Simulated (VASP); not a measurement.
# WC: single point with PBE

The system is WC.

```
W C
1.0
    -2.92932   -5.07374    0.00000
     4.39399   -2.53687    0.00000
     0.00000    0.00000    5.74034
W C
8 8
Cartesian
  0.2177 -5.0494 -0.1135
  0.1470 -5.1105 2.9266
  -1.2042 -2.5106 -0.1139
  -1.4382 -2.5634 2.6976
  1.6022 -2.4293 -0.1955
  1.6882 -2.6539 2.6447
  0.1421 0.0410 -0.1424
  0.0932 -0.0631 2.7602
  1.6940 -4.1204 1.1650
  1.6313 -4.0283 4.2380
  0.0297 -1.7717 1.3138
  0.0396 -1.7227 4.1869
  3.0810 -1.5555 1.3211
  3.0580 -1.6845 4.1257
  -1.4694 -4.2601 1.3585
  -1.2145 -4.4023 4.1003
```

```yaml
Program: VASP 6.6.1
Task: single point
Functional: PBE
Potentials_or_basis: VASP PAW PBE potentials, release 64 (W_sv, C)
Cutoff: 520 eV
k_mesh: 2 × 2 × 2
Occupations: fermi-dirac, width 0.17 eV
Spin: no spin polarisation
Dipole_correction: no
Further_INCAR_settings: LREAL = Auto; ALGO = Normal; EDIFF = 1e-07; NBANDS = 86
```

* Pressure: 4.4 GPa
* Largest force: 6.615 eV/Å
* Band gap on the k mesh: zero (bands 72 and 73 overlap by 0.05 eV)

Forces in eV/Å, atoms in the order of the input:
```
W   -0.786  0.431  1.097
W    1.027  0.908 -6.472
W   -3.911 -1.403 -1.123
W    2.760 -0.574  1.516
W    0.627 -0.716  1.573
W   -2.468  3.523  1.462
W    0.128 -0.605  0.403
W    1.008  0.125 -0.695
C   -0.737 -1.163  0.819
C    0.181 -3.269 -0.903
C    1.919  1.552  0.467
C    1.327  0.612 -1.013
C   -0.097 -1.604 -0.232
C    0.486 -0.789  1.211
C    1.983  0.272 -0.595
C   -3.447  2.701  2.484
```

Stress tensor (GPa, compression positive):
```
 6.09 -0.26 -3.09
-0.26  4.20  0.27
-3.09  0.27  2.78
```

Levels at points of the mesh, in eV from the Fermi level:
```csv
k point,band 68,band 69,band 70,band 71,band 72,band 73,band 74,band 75,band 76,band 77
"(0.00, 0.00, 0.00)",-1.19,-0.97,-0.78,-0.69,-0.33,0.22,0.65,0.86,1.57,1.83
"(0.50, 0.00, 0.00)",-1.95,-1.13,-1.00,-0.10,-0.01,0.21,0.40,0.48,0.66,1.78
"(0.00, 0.50, 0.00)",-1.83,-0.88,-0.83,-0.29,-0.15,0.58,1.07,1.49,1.72,1.85
"(0.50, 0.50, 0.00)",-2.02,-1.71,-1.58,-1.51,-1.31,1.04,1.31,1.49,1.57,1.96
"(0.00, 0.00, 0.50)",-1.39,-1.15,-1.12,-0.14,0.02,0.23,0.34,0.50,0.66,2.04
"(0.50, 0.00, 0.50)",-1.52,-1.26,-1.19,-1.06,-0.94,-0.04,0.17,0.38,0.60,2.11
"(0.00, 0.50, 0.50)",-1.53,-1.50,-1.42,-1.29,-1.09,0.18,0.56,0.77,0.90,1.96
"(0.50, 0.50, 0.50)",-1.94,-1.82,-1.64,-1.25,-1.22,0.88,1.12,1.26,1.45,1.66
```

It took 3.6 min on 1 thread of AMD EPYC 7R13 Processor (Zen 3), on a shared host, peak memory 0.29 GiB.

Caveat: the k points lie up to 0.62 Å⁻¹ apart; spin-orbit coupling is left out, which moves the levels of the heavy elements; forces of over 1 eV/Å act on the atoms, so gaps and moduli don't describe the material at rest.
